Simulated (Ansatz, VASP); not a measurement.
## Two plane-wave programs on ScAlN2

File INCAR:

```
SYSTEM = ScAlN2
PREC = Accurate
ENCUT = 520
EDIFF = 1E-6
ISMEAR = 0
SIGMA = 0.01
LREAL = .FALSE.
LASPH = .TRUE.
NELM = 100
ALGO = Normal
ISIF = 2
LWAVE = .FALSE.
LCHARG = .FALSE.
GGA = PE
NBANDS = 20
```

File KPOINTS:

```
Automatic mesh
0
G
  8 8 8
  0 0 0
```

The input POSCAR:

```
ScAlN2
1.0
    1.5122599954      0.8731037154      4.8859818691
   -1.5122599954      0.8731037154      4.8859818691
    0.0000000000     -1.7462074309      4.8859818690
Sc Al N
1 1 2
Direct
    1.0000000000      0.0000000000      0.0000000000
    0.5000000000      0.5000000000      0.5000000000
    0.2435541991      0.2435541991      0.2435541991
    0.7564458009      0.7564458009      0.7564458009
```

Input for Ansatz:

```yaml
crystal:
  lattice:
    - [1.5122599954, 0.8731037154, 4.8859818691]
    - [-1.5122599954, 0.8731037154, 4.8859818691]
    - [0.0, -1.7462074309, 4.885981869]
  atoms:
    - { symbol: Sc, position: [1.0, 0.0, 0.0] }
    - { symbol: Al, position: [0.5, 0.5, 0.5] }
    - { symbol: "N", position: [0.2435541991, 0.2435541991, 0.2435541991] }
    - { symbol: "N", position: [0.7564458009, 0.7564458009, 0.7564458009] }
kpoints:
  mp_grid: { grid: [8, 8, 8] }
hamiltonian:
  xc: pbe
scf:
  occupations: { method: fixed }
  n_extra_bands: 5
output:
  forces: true
  stress: true
  eigenvalues: true
```

Alike in both runs: task single point; functional PBE; k mesh 8 × 8 × 8; no spin polarisation.

```csv
,VASP,Ansatz
version,VASP 6.6.1,Ansatz 0.2.0
potentials or method,"VASP PAW PBE potentials, release 64 (Sc_sv, Al, N)","plane waves, PAW"
plane-wave cutoff (eV),520,420
occupations,"gaussian, width 0.01 eV",fixed
valence electrons in the cell,24,24
```

```csv
,VASP,Ansatz,Ansatz less VASP
gap on the k mesh at the Fermi level (eV),0.73,0.75,+0.021
pressure (GPa),7.8,7.1,-0.65
"traceless stress, the component that is largest in VASP (GPa)",0.06,0.00,-0.060
rms of the force components (eV/Å),0.056,0.024,-0.0324
```

Atom by atom the forces differ by 0.032 eV/Å (rms over components).
